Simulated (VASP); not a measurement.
# Ge (Cmcm) in VASP: further runs

The runs below take Ge through single point, with PBEsol.

Program: VASP 6.6.1. These are calculated values, not measurements. Logs are shortened: lines on timing, memory, paths and dates and some standing lists are left out, and cuts for length are marked.

**1. The cell of the first run**

It takes space group Cmcm (No. 63, orthorhombic). The conventional cell has a = 2.976 Å, b = 5.189 Å, c = 4.728 Å, α = 90.00°, β = 90.00°, γ = 90.00°. Within 4.0 Å of Ge (site symmetry m2m) lie 14 Ge at 2.85 to 3.95 Å.

**2. Single point, PBEsol (atom 1 (Ge) moved by (-0.300, +0.000) A along y and z)**

INCAR

```
SYSTEM = Ge
PREC = Accurate
ENCUT = 520
EDIFF = 1E-6
ISMEAR = 0
SIGMA = 0.15
LREAL = .False.
LASPH = .True.
NELM = 60
ALGO = Normal
ISIF = 2
LWAVE = .False.
LCHARG = .False.
GGA = PS
NBANDS = 21
```

KPOINTS

```
Automatic mesh
0
Gamma
  18 18 10
  0 0 0
```

POSCAR

```
Ge
1.0
    1.4880529250     -2.5946896100      0.0000000000
    1.4880529250      2.5946896100      0.0000000000
    0.0000000000      0.0000000000      4.7275957900
Ge
2
Direct
    0.7243637530      0.2756362470      0.2500000000
    0.3334466300      0.6665533700      0.7500000000
```

Potentials or basis: VASP PAW PBE potentials, release 64 (Ge_d).

Command:

```bash
> cat potpaw_PBE.64/Ge_d/POTCAR > POTCAR
> mpirun -np 1 vasp_std > vasp.out
```

OUTCAR:

```text
SYSTEM = Ge
   PREC = Accurate
   ENCUT = 520
   EDIFF = 1E-6
   ISMEAR = 0
   LREAL = .False.
   LASPH = .True.
   NELM = 60
   ISIF = 2
   GGA = PS

 ion  position               nearest neighbor table
   1  0.724  0.276  0.250-   2 2.85   2 2.85   2 2.85   2 2.85
   2  0.333  0.667  0.750-   1 2.85   1 2.85   1 2.85   1 2.85

  LATTYP: Found a base centered orthorhombic cell.
 ALAT       =     2.9761058500
 B/A-ratio  =     1.7436809984
 C/A-ratio  =     1.5885173540

  Lattice vectors:

 A1 = (   1.4880529250,  -2.5946896100,   0.0000000000)
 A2 = (   1.4880529250,   2.5946896100,   0.0000000000)
 A3 = (   0.0000000000,   0.0000000000,   4.7275957900)

Analysis of symmetry for initial positions (statically):
=====================================================================
 Subroutine PRICEL returns:
 Original cell was already a primitive cell.

 Routine SETGRP: Setting up the symmetry group for a
 base centered orthorhombic supercell.

 Subroutine GETGRP returns: Found  8 space group operations
 (whereof  2 operations were pure point group operations)
 out of a pool of  8 trial point group operations.

The static configuration has the point symmetry C_1h.
 The point group associated with its full space group is D_2h.

Analysis of symmetry for dynamics (positions and initial velocities):
=====================================================================
 Subroutine PRICEL returns:
 Original cell was already a primitive cell.

 Routine SETGRP: Setting up the symmetry group for a
 base centered orthorhombic supercell.

 Subroutine GETGRP returns: Found  8 space group operations
 (whereof  2 operations were pure point group operations)
 out of a pool of  8 trial point group operations.

The dynamic configuration has the point symmetry C_1h.
 The point group associated with its full space group is D_2h.

 Subroutine INISYM returns: Found  8 space group operations
 (whereof  2 operations are pure point group operations),
 and found     1 'primitive' translations

----------------------------------------------------------------------------------------

                                     Primitive cell

  volume of cell :      36.5068

  direct lattice vectors                    reciprocal lattice vectors
     1.488052925 -2.594689610  0.000000000     0.336009554 -0.192701277  0.000000000
     1.488052925  2.594689610  0.000000000     0.336009554  0.192701277  0.000000000
     0.000000000  0.000000000  4.727595790     0.000000000  0.000000000  0.211524006

  length of vectors
[... 81 lines left out ...]
   NELM   =     60;   NELMIN=  2; NELMDL= -5     # of ELM steps
   EDIFF  = 0.1E-05   stopping-criterion for ELM
   LREAL  =      F    real-space projection
   EDIFFG = 0.1E-04   stopping-criterion for IOM
   NSW    =      0    number of steps for IOM
   IBRION =     -1    ionic relax: 0-MD 1-quasi-New 2-CG
   NFREE  =      0    steps in history (QN), initial steepest desc. (CG)
   ISIF   =      2    stress and relaxation
   ISYM   =      2    0-nonsym 1-usesym 2-fastsym
   POTIM  = 0.5000    time-step for ionic-motion
   TEBEG  =    0.0;   TEEND  =   0.0 temperature during run
   PSTRESS=    0.0 pullay stress
   NELECT =      28.0000    total number of electrons
   NUPDOWN=      -1.0000    fix difference up-down
   EMIN   =  10.00;   EMAX   =-10.00  energy-range for DOS
   EFERMI =   0.00;   METHOD = LEGACY
   ISMEAR =     0;   SIGMA  =   0.15  broadening in eV -4-tet -1-fermi 0-gaus
   EFERMI_NEDOS =   21; number of points for ismear=-14 and -15
   IALGO  =     38    algorithm
   IMIX   =      4    mixing-type and parameters
     AMIX     =   0.40;   BMIX     =  1.00
     AMIX_MAG =   1.60;   BMIX_MAG =  1.00
  volume/ion in A,a.u.               =      18.25       123.18
  Fermi-wavevector in a.u.,A,eV,Ry     =   1.498544  2.831837 30.553703  2.245634
  Thomas-Fermi vector in A             =   2.610289
   LORBIT       =      0    0 simple, 1 ext, 2 COOP (PROOUT), +10 PAW based schemes
   GGA     = PS    functional components
   LHFCALC =     F    Hartree Fock is set to
   AEXX    =    0.0000 exact exchange contribution
   IVDW    =     0    specifies the selected vdW correction
   LEPSILON=     F    determine dielectric tensor
   LRPA    =     F    only Hartree local field effects (RPA)
 non-spin polarized calculation
 Gauss-broadening in eV      SIGMA  =   0.15
  energy-cutoff  :      520.00
  volume of cell :       36.51
 maximum number of plane-waves:      1014
   NGX = 11   NGY = 11   NGZ = 17

 number of electron      28.0000011 magnetization

 Free energy of the ion-electron system (eV)
  ---------------------------------------------------
  ext. energy  EPLUGINS =         0.00000000
  ---------------------------------------------------
  free energy    TOTEN  =        -9.31642907 eV

  energy without entropy =       -9.30533186  energy(sigma->0) =       -9.31088047

 E-fermi :   7.0254     XC(G=0): -11.6021

 val. band max:        7.0239303198   @ k =   0.5000   0.1667   0.4000
 cond. band min:       7.0263150592   @ k =   0.3333   0.2778   0.0000
 fundamental gap:      0.0023847394
 Fermi energy:         7.0254012928

 k-point     1 :       0.0000    0.0000    0.0000
  band No.  band energies     occupation
      1     -17.6720      2.00000
      2     -17.6670      2.00000
      3     -17.6543      2.00000
      4     -17.6488      2.00000
      5     -17.6314      2.00000
      6     -17.6289      2.00000
[... 565 lines left out ...]
     20      19.4999      0.00000
     21      20.5338      0.00000

 [... further k-points ...]

------------------------ aborting loop because EDIFF is reached ----------------------------------------

  FORCE on cell =-STRESS in cart. coord.  units (eV):
  Direction    XX          YY          ZZ          XY          YZ          ZX
  --------------------------------------------------------------------------------------
  -------------------------------------------------------------------------------------
  Total        0.2550304     -0.2233059      0.3614390      0.0000000      0.0000000      0.0000000
  in kB       11.1925333     -9.8002377     15.8624939      0.0000000      0.0000000      0.0000000
  external PRESSURE =       5.7515965 kB  Pullay stress =       0.0000000 kB

 VOLUME and BASIS-vectors are now :
 -----------------------------------------------------------------------------
  energy-cutoff  :      520.00
  volume of cell :       36.51
      direct lattice vectors                 reciprocal lattice vectors
     1.488052925 -2.594689610  0.000000000     0.336009554 -0.192701277  0.000000000
     1.488052925  2.594689610  0.000000000     0.336009554  0.192701277  0.000000000
     0.000000000  0.000000000  4.727595790     0.000000000  0.000000000  0.211524006

 POSITION                                       TOTAL-FORCE (eV/Angst)
 -----------------------------------------------------------------------------------
      1.48805     -1.16431      1.18190         0.000000      0.020143      0.000000
      1.48805      0.86431      3.54570         0.000000     -0.020143     -0.000000
 -----------------------------------------------------------------------------------
    total drift:                               -0.000000     -0.000065     -0.000000

  FREE ENERGIE OF THE ION-ELECTRON SYSTEM (eV)
  ---------------------------------------------------
  free  energy   TOTEN  =        -9.3164290703 eV

  energy  without entropy=       -9.3053318630  energy(sigma->0) =       -9.31088047
```

Wall time 7.4 min (1 thread of Intel Xeon 8259CL, shared host); peak memory 0.39 GiB.

Results:

```
Free energy            : -9.3164 eV
Pressure               : 0.6 GPa
Largest force          : 0.020 eV/Å
Band gap on the k mesh : zero (bands 14 and 15 overlap by 9.45 eV)
```

Forces on the atoms (eV/Å):
```
Ge   0.000  0.020  0.000
Ge   0.000 -0.020  0.000
```

Caveat: the cell differs from its parent crystal (atom 1 (Ge) moved by (-0.300, +0.000) A along y and z); the PAW data sets were made with another functional, which shifts forces and pressure a little.

**3. Single point, PBEsol (+0.000) A along y and z)**

INCAR

```
SYSTEM = Ge
ALGO = Normal
EDIFF = 1E-6
ENCUT = 520
GGA = PS
ISIF = 2
ISMEAR = 0
LASPH = .True.
LCHARG = .True.
LELF = .True.
LREAL = .False.
LVHAR = .True.
LWAVE = .False.
NBANDS = 21
NELM = 100
PREC = Accurate
SIGMA = 0.15
```

KPOINTS

```
k-points
0
Gamma
  18 18 10
  0 0 0
```

Changes to POSCAR since step 2:

```diff
@@ -8,3 +8,3 @@
 Direct
-    0.7243637530      0.2756362470      0.2500000000
+    0.6087429870      0.3912570130      0.2500000000
     0.3334466300      0.6665533700      0.7500000000
```

Potentials or basis: VASP PAW PBE potentials, release 64 (Ge_d).

Command:

```bash
> cat potpaw_PBE.64/Ge_d/POTCAR > POTCAR
> mpirun -np 1 vasp_std > vasp.out
```

It took 8 min on 1 thread of Intel Xeon 8259CL, shared host; peak memory 0.39 GiB.

The run converged. Its results:

| Property | Result |
| --- | --- |
| Free energy | -9.3218 eV |
| Pressure | 0.6 GPa |
| Largest force | 0.007 eV/Å |
| Band gap on the k mesh | zero (bands 14 and 15 overlap by 9.40 eV) |

Forces in eV/Å, atoms in the order of the input:
```
Ge   0.000  0.007  0.000
Ge   0.000 -0.007  0.000
```

Stress tensor (GPa, compression positive):
```
-0.57  0.00  0.00
 0.00  0.60  0.00
 0.00  0.00  1.70
```

Levels at points of the mesh, in eV from the Fermi level:
| k point | band 10 | band 11 | band 12 | band 13 | band 14 | band 15 | band 16 | band 17 | band 18 | band 19 |
| --- | --- | --- | --- | --- | --- | --- | --- | --- | --- | --- |
| (0.00, 0.00, 0.00) | -24.57 | -13.50 | -7.58 | -5.68 | 6.12 | 7.24 | 7.88 | 9.09 | 10.07 | 11.27 |
| (0.50, 0.00, 0.00) | -24.57 | -8.79 | -6.90 | -2.56 | -1.42 | -1.28 | 1.92 | 2.46 | 5.39 | 8.11 |
| (0.50, 0.50, 0.00) | -24.58 | -8.13 | -7.93 | -2.03 | -1.66 | -0.20 | 0.11 | 2.51 | 6.49 | 7.23 |
| (0.00, 0.00, 0.50) | -24.60 | -11.82 | -11.82 | 1.75 | 1.75 | 7.53 | 7.53 | 7.83 | 7.83 | 12.55 |
| (0.50, 0.00, 0.50) | -24.57 | -7.25 | -7.25 | -4.87 | -4.87 | 3.75 | 3.75 | 5.24 | 5.24 | 8.42 |
| (0.50, 0.50, 0.50) | -24.56 | -7.02 | -7.02 | -5.34 | -5.34 | 4.16 | 4.16 | 5.12 | 5.12 | 8.61 |

Caveat: the cell differs from its parent crystal (+0.000) A along y and z); the PAW data sets were made with another functional, which shifts forces and pressure a little.
